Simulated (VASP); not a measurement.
Wanted: the native input for a VASP 6.6.1 run.

```yaml
Task: single point
Functional: PBE
Potentials_or_basis: VASP PAW PBE potentials, release 64 (Al, Cl)
Cutoff: 400 eV
k_mesh: 9 × 9 × 1
Occupations: gaussian, width 0.1 eV
Spin: no spin polarisation
Dipole_correction: yes
Further_INCAR_settings: ALGO = Normal; EDIFF = 1e-06; NBANDS = 16; NELMDL = -8
```

The structure of Al3Cl lies in POSCAR:

```
Al3Cl
1.0
    2.8567582918      0.0000000000      0.0000000000
    0.0000000000      2.8567582918      0.0000000000
    0.0000000000      0.0000000000     19.6746954375
Al Cl
3 1
Direct
    0.5000000000      0.5000000000      0.2033068320
    0.0000000000      0.0000000000      0.3092728611
    0.5000000000      0.5000000000      0.4154928580
    0.6666666667      1.0000000000      0.5043801394
```

These files were run (other wordings do the same):

INCAR

```
SYSTEM = Al3Cl
PREC     = Accurate       ! precision mode
ENCUT    = 400            ! plane-wave cutoff, eV
EDIFF    = 1E-6           ! SCF threshold, eV
ISMEAR   = 0              ! smearing method
SIGMA    = 0.1            ! smearing width, eV
LREAL    = .False.        ! projectors in reciprocal space
LASPH    = .True.         ! aspherical terms in the spheres
NELM     = 120            ! most SCF steps
ALGO     = Normal         ! electronic algorithm
ISIF     = 2              ! what is computed and relaxed
LWAVE    = .False.        ! write WAVECAR
LCHARG   = .False.        ! write CHGCAR
LDIPOL   = .True.       
IDIPOL   = 3            
DIPOL    = 0.5 0.5 0.358
GGA      = PE             ! functional
NBANDS   = 16             ! bands
GGA_COMPAT= .False.      
NELMDL   = -8
```

KPOINTS

```
Automatic mesh
0
Gamma
  9 9 1
  0 0 0
```

Potentials or basis: VASP PAW PBE potentials, release 64 (Al, Cl).

Launch:

```sh
$ cat potpaw_PBE.64/Al/POTCAR potpaw_PBE.64/Cl/POTCAR > POTCAR
$ mpirun -np 1 vasp_std > vasp.out
```

Results of the run:

```json
{"Largest force": "0.329 eV/Å", "Band gap on the k mesh": "zero (band 8 reaches 1.51 eV, above the bottom of band 9 at 0.04 eV)"}
```

Run time: 84 s on 1 thread of Intel Xeon 6975P-C (shared host), peak memory 0.23 GiB.
